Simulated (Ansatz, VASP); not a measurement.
One calculation of SiC, two programs

```
Si C
1.0
     3.07530    0.00000    0.00000
    -1.53765    2.66329    0.00000
     0.00000    0.00000    5.35124
Si C
2 2
Direct
  0.33333 0.66667 0.50075
  0.66667 0.33333 0.00075
  0.33333 0.66667 0.87425
  0.66667 0.33333 0.37425
```

Change from the starting cell: strain along c alone, the other axes held, atoms relaxed: +6.0 %.

Alike in both runs: task relaxation of the atoms; functional r2SCAN; k mesh 12 × 12 × 6; occupations gaussian, width 0.02 eV; no spin polarisation.

|  | VASP | Ansatz |
| --- | --- | --- |
| version | VASP 6.6.1 | Ansatz 0.2.0 |
| potentials or method | VASP PAW PBE potentials, release 64 (Si, C), cutoff 520 eV | scalar-relativistic, plane waves, PAW |
| valence electrons in the cell | 16 | 16 |

```csv
,VASP,Ansatz,Ansatz less VASP
"gap on the k mesh at the Fermi level, each at its own relaxed structure (eV)",2.43,2.43,-0.003
```

VASP's potentials were made for PBE, not for r2SCAN. Ansatz's warnings: stress scf threshold loose.

Noted on VASP's run: the relaxation stopped at its first step, so nothing moved.
